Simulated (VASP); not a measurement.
# AlNi3 (Pm-3m) in VASP: single point with PBEsol

Aim: the single point of AlNi3 with PBEsol.

All numbers are computed with VASP 6.6.1; they aren't measurements. Logs are shortened: lines on timing, memory, paths and dates and some standing lists are left out, and cuts for length are marked.

## (1) The cell of the first run

It takes space group Pm-3m (No. 221, cubic). The conventional cell has a = 3.477 Å, b = 3.477 Å, c = 3.477 Å, α = 90.00°, β = 90.00°, γ = 90.00°. Al (site symmetry m-3m) has 12 Ni at 2.46 Å within 3.2 Å. Ni (site symmetry 4/mmm) has 4 Al at 2.46 Å and 8 Ni at 2.46 Å within 3.2 Å.

## (2) Single point, PBEsol, collinear spin, ferromagnetic start

Contents of INCAR:

```
SYSTEM = AlNi3
ALGO     = Normal         ! electronic algorithm
EDIFF    = 1E-6           ! SCF threshold, eV
ENCUT    = 520            ! plane-wave cutoff, eV
GGA      = PS             ! functional
ISIF     = 2              ! what is computed and relaxed
ISMEAR   = 0              ! smearing method
ISPIN    = 2              ! spin polarisation
LASPH    = .TRUE.         ! aspherical terms in the spheres
LCHARG   = .FALSE.        ! write CHGCAR
LMAXMIX  = 4              ! l up to which the mixer works
LORBIT   = 11             ! projections on sites
LREAL    = .FALSE.        ! projectors in reciprocal space
LWAVE    = .FALSE.        ! write WAVECAR
MAGMOM   = 0 0.5 0.5 0.5  ! initial moments
NBANDS   = 28             ! bands
NELM     = 150            ! most SCF steps
PREC     = Accurate       ! precision mode
SIGMA    = 0.05           ! smearing width, eV
```

Contents of KPOINTS:

```
k-points
0
G
  20 20 20
  0 0 0
```

Contents of POSCAR:

```
AlNi3
1.0
    3.4770328670      0.0000000000      0.0000000000
    0.0000000000      3.4770328670      0.0000000000
    0.0000000000      0.0000000000      3.4770328670
Al Ni
1 3
Direct
    0.0000000000      0.0000000000      0.0000000000
    0.0000000000      0.5000000000      0.5000000000
    0.5000000000      0.0000000000      0.5000000000
    0.5000000000      0.5000000000      0.0000000000
```

Potentials or basis: VASP PAW PBE potentials, release 64 (Al, Ni).

The run is started by

```
> cat potpaw_PBE.64/Al/POTCAR potpaw_PBE.64/Ni/POTCAR > POTCAR
> mpirun -np 1 vasp_std > vasp.out
```

OUTCAR:

```text
SYSTEM = AlNi3
   EDIFF = 1E-6
   ENCUT = 520
   GGA = PS
   ISIF = 2
   ISMEAR = 0
   ISPIN = 2
   LASPH = .TRUE.
   LORBIT = 11
   LREAL = .FALSE.
   NELM = 150
   PREC = Accurate

 ion  position               nearest neighbor table
   1  0.000  0.000  0.000-   2 2.46   3 2.46   4 2.46   2 2.46   3 2.46   2 2.46   4 2.46   2 2.46
                             3 2.46   4 2.46   3 2.46   4 2.46
   2  0.000  0.500  0.500-   1 2.46   3 2.46   4 2.46   1 2.46   4 2.46   1 2.46   3 2.46   1 2.46
                             3 2.46   4 2.46   4 2.46   3 2.46
   3  0.500  0.000  0.500-   1 2.46   2 2.46   4 2.46   1 2.46   4 2.46   2 2.46   4 2.46   4 2.46
                             1 2.46   2 2.46   1 2.46   2 2.46
   4  0.500  0.500  0.000-   1 2.46   2 2.46   3 2.46   2 2.46   3 2.46   1 2.46   3 2.46   3 2.46
                             1 2.46   2 2.46   2 2.46   1 2.46

  LATTYP: Found a simple cubic cell.
 ALAT       =     3.4770328670

  Lattice vectors:

 A1 = (   3.4770328670,   0.0000000000,   0.0000000000)
 A2 = (   0.0000000000,   3.4770328670,   0.0000000000)
 A3 = (   0.0000000000,   0.0000000000,   3.4770328670)

Analysis of symmetry for initial positions (statically):
=====================================================================
 Subroutine PRICEL returns:
 Original cell was already a primitive cell.

 Routine SETGRP: Setting up the symmetry group for a
 simple cubic supercell.

 Subroutine GETGRP returns: Found 48 space group operations
 (whereof 48 operations were pure point group operations)
 out of a pool of 48 trial point group operations.

The static configuration has the point symmetry O_h .

Analysis of symmetry for dynamics (positions and initial velocities):
=====================================================================
 Subroutine PRICEL returns:
 Original cell was already a primitive cell.

 Routine SETGRP: Setting up the symmetry group for a
 simple cubic supercell.

 Subroutine GETGRP returns: Found 48 space group operations
 (whereof 48 operations were pure point group operations)
 out of a pool of 48 trial point group operations.

The dynamic configuration has the point symmetry O_h .

Analysis of structural, dynamic, and magnetic symmetry:
=====================================================================
 Subroutine PRICEL returns:
 Original cell was already a primitive cell.

 Routine SETGRP: Setting up the symmetry group for a
 simple cubic supercell.

 Subroutine GETGRP returns: Found 48 space group operations
 (whereof 48 operations were pure point group operations)
 out of a pool of 48 trial point group operations.

The overall configuration has the point symmetry O_h .

 Subroutine INISYM returns: Found 48 space group operations
 (whereof 48 operations are pure point group operations),
 and found     1 'primitive' translations

----------------------------------------------------------------------------------------

                                     Primitive cell

  volume of cell :      42.0365

  direct lattice vectors                    reciprocal lattice vectors
     3.477032867  0.000000000  0.000000000     0.287601538  0.000000000  0.000000000
     0.000000000  3.477032867  0.000000000     0.000000000  0.287601538  0.000000000
     0.000000000  0.000000000  3.477032867     0.000000000  0.000000000  0.287601538

  length of vectors
     3.477032867  3.477032867  3.477032867     0.287601538  0.287601538  0.287601538

  position of ions in fractional coordinates (direct lattice)
     0.000000000  0.000000000  0.000000000
     0.000000000  0.500000000  0.500000000
     0.500000000  0.000000000  0.500000000
     0.500000000  0.500000000  0.000000000

  ion indices of the primitive-cell ions
   primitive index   ion index
                 1           1
                 2           2
                 3           3
                 4           4

----------------------------------------------------------------------------------------

 KPOINTS: k-points

Automatic generation of k-mesh.
 Grid dimensions read from file:
 generate k-points for:   20   20   20

 Generating k-lattice:

  Cartesian coordinates                     Fractional coordinates (reciprocal lattice)
     0.014380077  0.000000000  0.000000000     0.050000000  0.000000000  0.000000000
     0.000000000  0.014380077  0.000000000     0.000000000  0.050000000  0.000000000
     0.000000000  0.000000000  0.014380077     0.000000000  0.000000000  0.050000000

  Length of vectors
     0.014380077  0.014380077  0.014380077

  Shift w.r.t. Gamma in fractional coordinates (k-lattice)
     0.000000000  0.000000000  0.000000000

 Subroutine IBZKPT returns following result:
 ===========================================

 Found    286 irreducible k-points:

 Following reciprocal coordinates:
            Coordinates               Weight
  0.000000  0.000000  0.000000      1.000000
  0.050000  0.000000  0.000000      6.000000
  0.100000  0.000000  0.000000      6.000000
  0.150000  0.000000  0.000000      6.000000
  0.200000  0.000000  0.000000      6.000000
  0.250000  0.000000  0.000000      6.000000
[... 16 lines left out ...]
  0.150000  0.100000  0.000000     24.000000
  0.200000  0.100000  0.000000     24.000000
 [... further k-points ...]
   k-points           NKPTS =    286   k-points in BZ     NKDIM =    286   number of bands    NBANDS=     28
   number of dos      NEDOS =    301   number of ions     NIONS =      4
   total plane-waves  NPLWV =  21952
   dimension x,y,z NGX =    28 NGY =   28 NGZ =   28
   dimension x,y,z NGXF=    56 NGYF=   56 NGZF=   56
   ions per type =               1   3
   NGX,Y,Z   is equivalent  to a cutoff of  13.39, 13.39, 13.39 a.u.
   NGXF,Y,Z  is equivalent  to a cutoff of  26.78, 26.78, 26.78 a.u.
 SYSTEM =  AlNi3
   PREC   = accura    normal or accurate (medium, high low for compatibility)
   ISTART =      0    job   : 0-new  1-cont  2-samecut
   ICHARG =      2    charge: 1-file 2-atom 10-const
   ISPIN  =      2    spin polarized calculation?
   LNONCOLLINEAR =      F non collinear calculations
   LSORBIT =      F    spin-orbit coupling
   LASPH  =      T    aspherical Exc in radial PAW
   ENCUT  =  520.0 eV  38.22 Ry    6.18 a.u.   6.46  6.46  6.46*2*pi/ulx,y,z
   NELM   =    150;   NELMIN=  2; NELMDL= -5     # of ELM steps
   EDIFF  = 0.1E-05   stopping-criterion for ELM
   LREAL  =      F    real-space projection
[... 7 lines left out ...]
   TEBEG  =    0.0;   TEEND  =   0.0 temperature during run
   PSTRESS=    0.0 pullay stress
   NELECT =      33.0000    total number of electrons
   NUPDOWN=      -1.0000    fix difference up-down
   EMIN   =  10.00;   EMAX   =-10.00  energy-range for DOS
   EFERMI =   0.00;   METHOD = LEGACY
   ISMEAR =     0;   SIGMA  =   0.05  broadening in eV -4-tet -1-fermi 0-gaus
   EFERMI_NEDOS =   21; number of points for ismear=-14 and -15
   IALGO  =     38    algorithm
   IMIX   =      4    mixing-type and parameters
     AMIX     =   0.40;   BMIX     =  1.00
     AMIX_MAG =   1.60;   BMIX_MAG =  1.00
  volume/ion in A,a.u.               =      10.51        70.92
  Fermi-wavevector in a.u.,A,eV,Ry     =   1.510210  2.853883 31.031274  2.280734
  Thomas-Fermi vector in A             =   2.620430
   LORBIT       =     11    0 simple, 1 ext, 2 COOP (PROOUT), +10 PAW based schemes
   GGA     = PS    functional components
   LHFCALC =     F    Hartree Fock is set to
   AEXX    =    0.0000 exact exchange contribution
   IVDW    =     0    specifies the selected vdW correction
   LEPSILON=     F    determine dielectric tensor
   LRPA    =     F    only Hartree local field effects (RPA)
 spin polarized calculation
 Gauss-broadening in eV      SIGMA  =   0.05
  energy-cutoff  :      520.00
  volume of cell :       42.04
 maximum number of plane-waves:      1157
 NGX is ok and might be reduce to    28
   NGX = 13   NGY = 13   NGZ = 13

 number of electron      32.9999973 magnetization       0.6917881

 Free energy of the ion-electron system (eV)
  ---------------------------------------------------
  ext. energy  EPLUGINS =         0.00000000
  ---------------------------------------------------
  free energy    TOTEN  =       -24.25539986 eV

  energy without entropy =      -24.25104935  energy(sigma->0) =      -24.25322460

 E-fermi :  10.3270     XC(G=0): -13.2208

 val. band max:       10.3264951404   @ k =   0.5000   0.5000   0.3500
 cond. band min:      10.3276712404   @ k =   0.5000   0.2500   0.2000
 fundamental gap:      0.0011760999
 Fermi energy:        10.3269641499

 spin component 1

 k-point     1 :       0.0000    0.0000    0.0000
  band No.  band energies     occupation
      1      -0.1282      1.00000
      2       5.6005      1.00000
      3       6.3147      1.00000
      4       6.3147      1.00000
      5       6.7040      1.00000
      6       6.7040      1.00000
[... 20 lines left out ...]
     27      24.8784      0.00000
[... 691 lines left out ...]
      6       6.8079      1.00000
[... 20 lines left out ...]
     27      23.9326      0.00000
     28      24.5436      0.00000

 [... further k-points ...]

 spin component 2

 k-point     1 :       0.0000    0.0000    0.0000
  band No.  band energies     occupation
      1      -0.1477      1.00000
      2       5.6906      1.00000
      3       6.4605      1.00000
      4       6.4605      1.00000
      5       6.9680      1.00000
      6       6.9680      1.00000
[... 20 lines left out ...]
     27      24.8843      0.00000
[... 691 lines left out ...]
      6       7.0493      1.00000
[... 20 lines left out ...]
     27      23.9418      0.00000
     28      24.5608      0.00000

 [... further k-points ...]

------------------------ aborting loop because EDIFF is reached ----------------------------------------

  FORCE on cell =-STRESS in cart. coord.  units (eV):
  Direction    XX          YY          ZZ          XY          YZ          ZX
  --------------------------------------------------------------------------------------
  -------------------------------------------------------------------------------------
  Total        2.0785964      2.0785964      2.0785964      0.0000000     -0.0000000      0.0000000
  in kB       79.2235635     79.2235635     79.2235635      0.0000000     -0.0000000      0.0000000
  external PRESSURE =      79.2235635 kB  Pullay stress =       0.0000000 kB

 VOLUME and BASIS-vectors are now :
 -----------------------------------------------------------------------------
  energy-cutoff  :      520.00
  volume of cell :       42.04
      direct lattice vectors                 reciprocal lattice vectors
     3.477032867  0.000000000  0.000000000     0.287601538  0.000000000  0.000000000
     0.000000000  3.477032867  0.000000000     0.000000000  0.287601538  0.000000000
     0.000000000  0.000000000  3.477032867     0.000000000  0.000000000  0.287601538

 POSITION                                       TOTAL-FORCE (eV/Angst)
 -----------------------------------------------------------------------------------
      0.00000      0.00000      0.00000         0.000000      0.000000      0.000000
      0.00000      1.73852      1.73852         0.000000      0.000000      0.000000
      1.73852      0.00000      1.73852         0.000000      0.000000      0.000000
      1.73852      1.73852      0.00000         0.000000      0.000000      0.000000
 -----------------------------------------------------------------------------------
    total drift:                                0.000000      0.000000      0.000000

  FREE ENERGIE OF THE ION-ELECTRON SYSTEM (eV)
  ---------------------------------------------------
  free  energy   TOTEN  =       -24.2553998576 eV

  energy  without entropy=      -24.2510493522  energy(sigma->0) =      -24.25322460

 total charge

# of ion       s       p       d       tot
------------------------------------------
    1        0.415   0.422   0.000   0.837
    2        0.529   0.588   8.417   9.534
    3        0.529   0.588   8.417   9.534
    4        0.529   0.588   8.417   9.534
--------------------------------------------------
tot          2.002   2.187  25.251  29.440

 magnetization (x)

# of ion       s       p       d       tot
------------------------------------------
    1       -0.001  -0.008   0.000  -0.008
    2       -0.003  -0.009   0.255   0.243
    3       -0.003  -0.009   0.255   0.243
    4       -0.003  -0.009   0.255   0.243
--------------------------------------------------
tot         -0.009  -0.034   0.764   0.721
```

It took 12 min on 1 thread of Oxide Virtual Turin-like, shared host; peak memory 0.5 GiB.

Results:

```
Free energy                                           : -24.2554 eV
Pressure                                              : 7.9 GPa
Net moment                                            : 0.69 μB per cell
Site moments                                          : Al -0.01; Ni +0.24 μB
Valence electrons inside the program's atomic spheres : Al 0.84; Ni 9.53
```

Levels at points of the mesh, in eV from the Fermi level:
Spin up:
```
           k point  band 15  band 16  band 17  band 18  band 19  band 20
(0.00, 0.00, 0.00)    -0.04    -0.04     0.87     0.87     0.87     6.95
(0.50, 0.00, 0.00)    -1.12    -0.52    -0.04     5.79     5.79     5.88
(0.50, 0.50, 0.00)    -1.04    -1.03    -0.62     0.96     0.96     8.49
(0.50, 0.50, 0.50)    -1.15    -0.32    -0.23    -0.23    -0.23     3.88
```
Spin down:
| k point | band 12 | band 13 | band 14 | band 15 | band 16 | band 17 | band 18 | band 19 | band 20 | band 21 |
| --- | --- | --- | --- | --- | --- | --- | --- | --- | --- | --- |
| (0.00, 0.00, 0.00) | -0.39 | 0.02 | 0.36 | 0.36 | 0.36 | 0.85 | 0.85 | 0.85 | 7.04 | 7.04 |
| (0.50, 0.00, 0.00) | -1.10 | -1.02 | -1.02 | -0.89 | -0.32 | 0.36 | 5.84 | 5.84 | 5.94 | 5.94 |
| (0.50, 0.50, 0.00) | -1.22 | -1.22 | -1.16 | -0.84 | -0.67 | -0.48 | 1.23 | 1.23 | 8.54 | 8.54 |
| (0.50, 0.50, 0.50) | -1.24 | -1.24 | -0.96 | -0.96 | -0.33 | 0.11 | 0.11 | 0.11 | 3.98 | 4.55 |

Caveat: the cell stands under pressure; the PAW data sets were made with another functional, which shifts forces and pressure a little.
